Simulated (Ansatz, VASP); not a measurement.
**One calculation of BaAgF3, two programs**

```
Ba Ag F
1.0
     4.57915    0.00000    0.00000
     0.00000    4.57915    0.00000
     0.00000    0.00000    4.57915
Ba Ag F
1 1 3
Cartesian
  0.0000 0.0000 0.0000
  2.2896 2.2896 2.2896
  0.0000 2.2896 2.2896
  2.2896 2.2896 0.0000
  2.2896 0.0000 2.2896
```

Alike in both runs: task electric field gradients; functional PBE; k mesh 8 × 8 × 8; no spin polarisation.

|  | VASP | Ansatz |
| --- | --- | --- |
| version | VASP 6.6.1 | Ansatz 0.2.0 |
| potentials or method | VASP PAW PBE potentials, release 64 (Ba_sv, Ag, F), cutoff 520 eV | scalar-relativistic, plane waves, PAW |
| occupations | gaussian, width 0.01 eV | fixed |
| valence electrons in the cell | 42 | 50 |

|  | VASP | Ansatz | Ansatz less VASP |
| --- | --- | --- | --- |
| gap on the k mesh at the Fermi level (eV) | 0.26 | 0.29 | +0.036 |
| least direct gap on the mesh (eV) | 2.13 | 2.17 | +0.046 |
| pressure (GPa) | 0.0 | 0.0 | 0.00 |
| size of Vzz on the site where it differs most (V/Å²) | 23.2 | 22.1 | -1.08 |

VASP's potentials hold 42 valence electrons a cell and Ansatz's 50, so a difference there can come from the potentials and not from the codes.

Spin-orbit coupling is off throughout.
